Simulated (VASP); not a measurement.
Crystal: CuO.

```
Cu O
1.0
     2.00415   -2.16781    0.00000
     2.00415    2.16781    0.00000
     0.00000    0.00000    5.19007
Cu O
2 2
Direct
  0.50000 0.00000 0.00000
  0.00000 0.50000 0.50000
  0.50000 0.50000 0.25000
  0.50000 0.50000 0.75000
```

Base run:

```yaml
Program: VASP 6.6.1
Functional: RPBE
Potentials_or_basis: VASP PAW PBE potentials, release 64 (Cu, O)
Cutoff: 520 eV
k_mesh: 9 × 9 × 5
Occupations: fermi-dirac, width 0.05 eV
Spin: no spin polarisation
```

Its results: band gap on the k mesh zero (bands 17 and 18 overlap by 0.83 eV); pressure 4.1 GPa.

Task: The run is repeated on the same cell with these changes: functional from RPBE to PBEsol. What comes out?

Result: Band gap on the k mesh zero (bands 17 and 18 overlap by 0.86 eV); pressure -8.2 GPa.

PBEsol binds more tightly than RPBE, so the same cell stands under less pressure.

Caveats: the PAW data sets were made with another functional, which shifts forces and pressure a little; semilocal functionals often make such compounds metallic where correlation or magnetic order opens a gap, which also shifts bond lengths; the cell stands under pressure (at least some runs); the cell stands under tension (at least some runs).
